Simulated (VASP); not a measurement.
# MoS2 (R3m) in VASP: single point with PBE+U

Aim: the single point of MoS2 with PBE+U.

Program: VASP 6.6.1. These are calculated values, not measurements. Logs are shortened: lines on timing, memory, paths and dates and some standing lists are left out, and cuts for length are marked.

## (1) The cell of the first run

It takes space group R3m (No. 160, trigonal). The conventional cell has a = 3.160 Å, b = 3.160 Å, c = 18.330 Å, α = 90.00°, β = 90.00°, γ = 120.00°. Mo (site symmetry 3m) has 6 S at 2.38 Å and 6 Mo at 3.16 Å within 3.2 Å. Within 3.2 Å of S (site symmetry 3m) lie 3 Mo at 2.38 Å and 7 S at 3.06 to 3.16 Å. S (site symmetry 3m) has 3 Mo at 2.38 Å and 7 S at 3.06 to 3.16 Å within 3.2 Å.

## (2) Single point, PBE+U, collinear spin, zero start

Contents of INCAR:

```
SYSTEM = MoS2
ALGO = Normal
EDIFF = 1E-6
ENCUT = 520
GGA = PE
ISIF = 2
ISMEAR = -1
ISPIN = 2
LASPH = .True.
LCHARG = .False.
LDAU = .True.
LDAUJ = 0 0
LDAUL = 2 -1
LDAUPRINT = 1
LDAUTYPE = 2
LDAUU = 2.9 0
LMAXMIX = 4
LORBIT = 11
LREAL = .False.
LWAVE = .False.
MAGMOM = 0 0 0 0 0 0
NBANDS = 39
NELM = 150
PREC = Accurate
SIGMA = 0.1
```

Contents of KPOINTS:

```
k-points
0
Gamma
  7 4 6
  0 0 0
```

Contents of POSCAR:

```
MoS2
1.0
   -1.5799999400     -0.9122133900     -6.1100000000
    1.5799999400      0.9122133900    -12.2200000000
    1.5799999400     -2.7366401700      0.0000000000
Mo S
2 4
Direct
    0.0000000000      0.0000000000      0.0000000000
    0.0000000000      0.5000000000      0.5000000000
    0.7500000000      0.7500000000      0.0000000000
    0.7500000000      0.2500000000      0.5000000000
    0.5830000000      0.5830000000      0.0000000000
    0.5830000000      0.0830000000      0.5000000000
```

Potentials or basis: VASP PAW PBE potentials, release 64 (Mo_sv, S).

Run with:

```sh
> cat potpaw_PBE.64/Mo_sv/POTCAR potpaw_PBE.64/S/POTCAR > POTCAR
> mpirun -np 1 vasp_std > vasp.out
```

OUTCAR:

```text
SYSTEM = MoS2
   EDIFF = 1E-6
   ENCUT = 520
   GGA = PE
   ISIF = 2
   ISMEAR = -1
   ISPIN = 2
   LASPH = .True.
   LORBIT = 11
   LREAL = .False.
   NELM = 150
   PREC = Accurate

 ion  position               nearest neighbor table
   1  0.000  0.000  0.000-   4 2.38   4 2.38   3 2.38   6 2.38   5 2.38   6 2.38   2 3.16   2 3.16
                             2 3.16   2 3.16
   2  0.000  0.500  0.500-   3 2.38   3 2.38   4 2.38   5 2.38   6 2.38   5 2.38   1 3.16   1 3.16
                             1 3.16   1 3.16
   3  0.750  0.750  0.000-   2 2.38   2 2.38   1 2.38
   4  0.750  0.250  0.500-   1 2.38   1 2.38   2 2.38
   5  0.583  0.583  0.000-   2 2.38   2 2.38   1 2.38
   6  0.583  0.083  0.500-   1 2.38   1 2.38   2 2.38

  LATTYP: Found a simple monoclinic cell.
 ALAT       =     5.4732803431
 B/A-ratio  =     0.5773502690
 C/A-ratio  =     1.1650360786
 COS(beta)  =    -0.2861141723

  Lattice vectors:

 A1 = (   4.7399998200,   2.7366401700,   0.0000000000)
 A2 = (   1.5799999400,  -2.7366401700,   0.0000000000)
 A3 = (  -1.5799999400,  -0.9122133900,  -6.1100000000)

Analysis of symmetry for initial positions (statically):
=====================================================================
 Subroutine PRICEL returns following result:

  LATTYP: Found a trigonal (rhomboedric) cell.
 ALAT       =     6.3765690680
 COS(alpha) =     0.8772080207
[... 12 lines left out ...]
 Subroutine GETGRP returns: Found  2 space group operations
 (whereof  2 operations were pure point group operations)
 out of a pool of  4 trial point group operations.

The static configuration has the point symmetry C_1h.

Analysis of symmetry for dynamics (positions and initial velocities):
=====================================================================
 Subroutine PRICEL returns following result:

  LATTYP: Found a trigonal (rhomboedric) cell.
 ALAT       =     6.3765690680
 COS(alpha) =     0.8772080207
[... 12 lines left out ...]
 Subroutine GETGRP returns: Found  2 space group operations
 (whereof  2 operations were pure point group operations)
 out of a pool of  4 trial point group operations.

The dynamic configuration has the point symmetry C_1h.

Analysis of structural, dynamic, and magnetic symmetry:
=====================================================================
 Subroutine PRICEL returns following result:

  LATTYP: Found a trigonal (rhomboedric) cell.
 ALAT       =     6.3765690680
 COS(alpha) =     0.8772080207
[... 12 lines left out ...]
 Subroutine GETGRP returns: Found  2 space group operations
 (whereof  2 operations were pure point group operations)
 out of a pool of  4 trial point group operations.

The overall configuration has the point symmetry C_1h.

 Subroutine INISYM returns: Found  2 space group operations
 (whereof  2 operations are pure point group operations),
 and found     2 'primitive' translations

----------------------------------------------------------------------------------------

                                     Primitive cell

[... 154 lines left out ...]

 occupancies and eigenvectors

  o =  0.3871  v =  0.0000  0.0000  0.0000  0.0000  0.0000 -0.0340 -0.8640 -0.0000  0.4988  0.0588      0.0000  0.0000  0.0000  0.0000  0.0000  0.0000  0.0000  0.0000  0.0000  0.0000
  o =  0.3871  v = -0.0340 -0.8640 -0.0000  0.4988  0.0588  0.0000  0.0000  0.0000  0.0000  0.0000      0.0000  0.0000  0.0000  0.0000  0.0000  0.0000  0.0000  0.0000  0.0000  0.0000
  o =  0.3873  v =  0.0000  0.0000  0.0000  0.0000  0.0000 -0.0611  0.4988  0.0007  0.8639 -0.0353      0.0000  0.0000  0.0000  0.0000  0.0000  0.0000  0.0000  0.0000  0.0000  0.0000
  o =  0.3873  v = -0.0611  0.4988  0.0008  0.8639 -0.0353  0.0000  0.0000  0.0000  0.0000  0.0000      0.0000  0.0000  0.0000  0.0000  0.0000  0.0000  0.0000  0.0000  0.0000  0.0000
  o =  0.3978  v =  0.8638  0.0353 -0.0099  0.0611  0.4987  0.0000  0.0000  0.0000  0.0000  0.0000      0.0000  0.0000  0.0000  0.0000  0.0000  0.0000  0.0000  0.0000  0.0000  0.0000
  o =  0.3978  v =  0.0000  0.0000  0.0000  0.0000  0.0000  0.8638  0.0353 -0.0099  0.0611  0.4987      0.0000  0.0000  0.0000  0.0000  0.0000  0.0000  0.0000  0.0000  0.0000  0.0000
  o =  0.3978  v = -0.4988  0.0588  0.0000 -0.0340  0.8640  0.0000  0.0000  0.0000  0.0000  0.0000      0.0000  0.0000  0.0000  0.0000  0.0000  0.0000  0.0000  0.0000  0.0000  0.0000
  o =  0.3978  v =  0.0000  0.0000  0.0000  0.0000  0.0000 -0.4988  0.0588  0.0000 -0.0340  0.8640      0.0000  0.0000  0.0000  0.0000  0.0000  0.0000  0.0000  0.0000  0.0000  0.0000
  o =  0.4255  v =  0.0000  0.0000  0.0000  0.0000  0.0000 -0.0086  0.0000 -1.0000  0.0000 -0.0050      0.0000  0.0000  0.0000  0.0000  0.0000  0.0000  0.0000  0.0000  0.0000  0.0000
  o =  0.4255  v = -0.0086  0.0000 -1.0000  0.0000 -0.0050  0.0000  0.0000  0.0000  0.0000  0.0000      0.0000  0.0000  0.0000  0.0000  0.0000  0.0000  0.0000  0.0000  0.0000  0.0000

atom =   2  type =  1  l = 2

 onsite density matrix

spin component  1

  0.3978  0.0000  0.0002  0.0007 -0.0000
  0.0000  0.3872 -0.0000  0.0001  0.0007
  0.0002 -0.0000  0.4255 -0.0000  0.0001
  0.0007  0.0001 -0.0000  0.3873  0.0000
 -0.0000  0.0007  0.0001  0.0000  0.3978

spin component  2

  0.3978  0.0000  0.0002  0.0007 -0.0000
  0.0000  0.3872 -0.0000  0.0001  0.0007
  0.0002 -0.0000  0.4255 -0.0000  0.0001
  0.0007  0.0001 -0.0000  0.3873  0.0000
 -0.0000  0.0007  0.0001  0.0000  0.3978

 occupancies and eigenvectors

  o =  0.3871  v =  0.0000  0.0000  0.0000  0.0000  0.0000 -0.0340 -0.8640 -0.0000  0.4988  0.0588      0.0000  0.0000  0.0000  0.0000  0.0000  0.0000  0.0000  0.0000  0.0000  0.0000
  o =  0.3871  v = -0.0340 -0.8640 -0.0000  0.4988  0.0588  0.0000  0.0000  0.0000  0.0000  0.0000      0.0000  0.0000  0.0000  0.0000  0.0000  0.0000  0.0000  0.0000  0.0000  0.0000
  o =  0.3873  v =  0.0000  0.0000  0.0000  0.0000  0.0000 -0.0611  0.4988  0.0007  0.8639 -0.0353      0.0000  0.0000  0.0000  0.0000  0.0000  0.0000  0.0000  0.0000  0.0000  0.0000
  o =  0.3873  v = -0.0611  0.4988  0.0008  0.8639 -0.0353  0.0000  0.0000  0.0000  0.0000  0.0000      0.0000  0.0000  0.0000  0.0000  0.0000  0.0000  0.0000  0.0000  0.0000  0.0000
  o =  0.3978  v =  0.8638  0.0353 -0.0099  0.0611  0.4987  0.0000  0.0000  0.0000  0.0000  0.0000      0.0000  0.0000  0.0000  0.0000  0.0000  0.0000  0.0000  0.0000  0.0000  0.0000
  o =  0.3978  v =  0.0000  0.0000  0.0000  0.0000  0.0000  0.8638  0.0353 -0.0099  0.0611  0.4987      0.0000  0.0000  0.0000  0.0000  0.0000  0.0000  0.0000  0.0000  0.0000  0.0000
  o =  0.3978  v = -0.4988  0.0588  0.0000 -0.0340  0.8640  0.0000  0.0000  0.0000  0.0000  0.0000      0.0000  0.0000  0.0000  0.0000  0.0000  0.0000  0.0000  0.0000  0.0000  0.0000
  o =  0.3978  v =  0.0000  0.0000  0.0000  0.0000  0.0000 -0.4988  0.0588  0.0000 -0.0340  0.8640      0.0000  0.0000  0.0000  0.0000  0.0000  0.0000  0.0000  0.0000  0.0000  0.0000
  o =  0.4255  v =  0.0000  0.0000  0.0000  0.0000  0.0000 -0.0086  0.0000 -1.0000  0.0000 -0.0050      0.0000  0.0000  0.0000  0.0000  0.0000  0.0000  0.0000  0.0000  0.0000  0.0000
  o =  0.4255  v = -0.0086  0.0000 -1.0000  0.0000 -0.0050  0.0000  0.0000  0.0000  0.0000  0.0000      0.0000  0.0000  0.0000  0.0000  0.0000  0.0000  0.0000  0.0000  0.0000  0.0000

 number of electron      52.0000000 magnetization       0.0000000

 Free energy of the ion-electron system (eV)
  ---------------------------------------------------
  ext. energy  EPLUGINS =         0.00000000
  ---------------------------------------------------
  free energy    TOTEN  =       -36.57607625 eV

  energy without entropy =      -36.57510064  energy(sigma->0) =      -36.57558844

 E-fermi :   8.1352     XC(G=0): -10.8625

 val. band max:        7.7091243057   @ k =  -0.4286   0.2500   0.0000
 cond. band min:       8.6747091439   @ k =  -0.0000   0.0000   0.3333
 fundamental gap:      0.9655848381
 Fermi energy:         8.1352314878

 spin component 1

 k-point     1 :       0.0000    0.0000    0.0000
  band No.  band energies     occupation
      1     -54.0330      1.00000
      2     -53.9913      1.00000
      3     -28.3771      1.00000
      4     -28.1819      1.00000
      5     -28.0994      1.00000
      6     -28.0651      1.00000
[... 1961 lines left out ...]
     37      16.0762      0.00000
     38      16.4705      0.00000

 [... further k-points ...]

 [bands above 38 left out]

------------------------ aborting loop because EDIFF is reached ----------------------------------------

  FORCE on cell =-STRESS in cart. coord.  units (eV):
  Direction    XX          YY          ZZ          XY          YZ          ZX
  --------------------------------------------------------------------------------------
  -------------------------------------------------------------------------------------
  Total        4.5319336      4.5472892      7.0293788     -0.0132984     -0.0013195     -0.0022855
  in kB       68.7097149     68.9425250    106.5740727     -0.2016196     -0.0200051     -0.0346503
  external PRESSURE =      81.4087709 kB  Pullay stress =       0.0000000 kB

 VOLUME and BASIS-vectors are now :
 -----------------------------------------------------------------------------
  energy-cutoff  :      520.00
  volume of cell :      105.68
      direct lattice vectors                 reciprocal lattice vectors
    -1.579999940 -0.912213390 -6.110000000    -0.316455708 -0.182705788 -0.054555374
     1.579999940  0.912213390-12.220000000     0.158227854  0.091352894 -0.054555374
     1.579999940 -2.736640170  0.000000000     0.158227854 -0.274058683  0.000000000

 POSITION                                       TOTAL-FORCE (eV/Angst)
 -----------------------------------------------------------------------------------
      0.00000      0.00000      0.00000         0.000942      0.000544      0.087928
      1.58000     -0.91221     -6.11000         0.000942      0.000544      0.087928
      0.00000      0.00000    -13.74750         0.000049      0.000028     -0.901601
      0.00000     -1.82443     -7.63750         0.000049      0.000028     -0.901601
      0.00000      0.00000    -10.68639        -0.000990     -0.000572      0.813673
      0.00000     -1.82443     -4.57639        -0.000990     -0.000572      0.813673
 -----------------------------------------------------------------------------------
    total drift:                                0.000016      0.000009      0.000204

  FREE ENERGIE OF THE ION-ELECTRON SYSTEM (eV)
  ---------------------------------------------------
  free  energy   TOTEN  =       -36.5760762478 eV

  energy  without entropy=      -36.5751006392  energy(sigma->0) =      -36.57558844

 total charge

# of ion       s       p       d       tot
------------------------------------------
    1        2.304   6.237   3.935  12.476
    2        2.304   6.237   3.935  12.476
    3        1.364   2.365   0.000   3.729
    4        1.364   2.365   0.000   3.729
    5        1.364   2.363   0.000   3.727
    6        1.364   2.363   0.000   3.727
--------------------------------------------------
tot         10.065  21.931   7.869  39.866

 magnetization (x)

# of ion       s       p       d       tot
------------------------------------------
    1        0.000   0.000   0.000   0.000
    2        0.000   0.000   0.000   0.000
    3        0.000  -0.000   0.000  -0.000
    4        0.000  -0.000   0.000  -0.000
    5        0.000  -0.000   0.000  -0.000
    6        0.000  -0.000   0.000  -0.000
--------------------------------------------------
tot          0.000  -0.000   0.000  -0.000
```

Run time: 8.4 min. Hardware: 1 thread of AMD EPYC 9R45 (Zen 5), shared host; peak memory 0.58 GiB.

What came out:

```yaml
Free_energy: -36.5761 eV
Pressure: 8.1 GPa
Largest_force: 0.902 eV/Å
Band_gap_on_the_k_mesh: 0.97 eV
Net_moment: 0.00 μB per cell
Valence_electrons_inside_the_program's_atomic_spheres: Mo 12.48; S 3.73
```

Forces on the atoms (eV/Å):
```
Mo   0.001  0.001  0.088
Mo   0.001  0.001  0.088
S    0.000  0.000 -0.902
S    0.000  0.000 -0.902
S   -0.001 -0.001  0.814
S   -0.001 -0.001  0.814
```

Levels at points of the mesh, in eV from the valence-band top:
Spin up:
| k point | band 24 | band 25 | band 26 | band 27 | band 28 | band 29 |
| --- | --- | --- | --- | --- | --- | --- |
| (0.00, 0.00, 0.00) | -1.28 | -1.15 | -1.06 | 1.66 | 2.14 | 2.14 |
| (0.00, 0.50, 0.00) | -1.91 | -1.30 | -1.30 | 1.51 | 1.51 | 1.76 |
| (0.00, 0.00, 0.50) | -2.28 | -1.19 | -1.19 | 1.32 | 1.32 | 2.18 |
| (0.00, 0.50, 0.50) | -1.64 | -1.44 | -1.44 | 1.71 | 1.71 | 2.11 |
Spin down:
| k point | band 23 | band 24 | band 25 | band 26 | band 27 | band 28 | band 29 | band 30 |
| --- | --- | --- | --- | --- | --- | --- | --- | --- |
| (0.00, 0.00, 0.00) | -1.82 | -1.28 | -1.15 | -1.06 | 1.66 | 2.14 | 2.14 | 2.23 |
| (0.00, 0.50, 0.00) | -1.91 | -1.91 | -1.30 | -1.30 | 1.51 | 1.51 | 1.76 | 1.76 |
| (0.00, 0.00, 0.50) | -2.28 | -2.28 | -1.19 | -1.19 | 1.32 | 1.32 | 2.18 | 2.18 |
| (0.00, 0.50, 0.50) | -1.64 | -1.64 | -1.44 | -1.44 | 1.71 | 1.71 | 2.11 | 2.11 |

Eigenvalues of the final occupation matrices:
```csv
site,spin,trace,eigenvalues
site 1 d,1,2.00,0.39 0.39 0.40 0.40 0.43
site 1 d,2,2.00,0.39 0.39 0.40 0.40 0.43
site 2 d,1,2.00,0.39 0.39 0.40 0.40 0.43
site 2 d,2,2.00,0.39 0.39 0.40 0.40 0.43
```

Caveat: the cell stands under pressure.
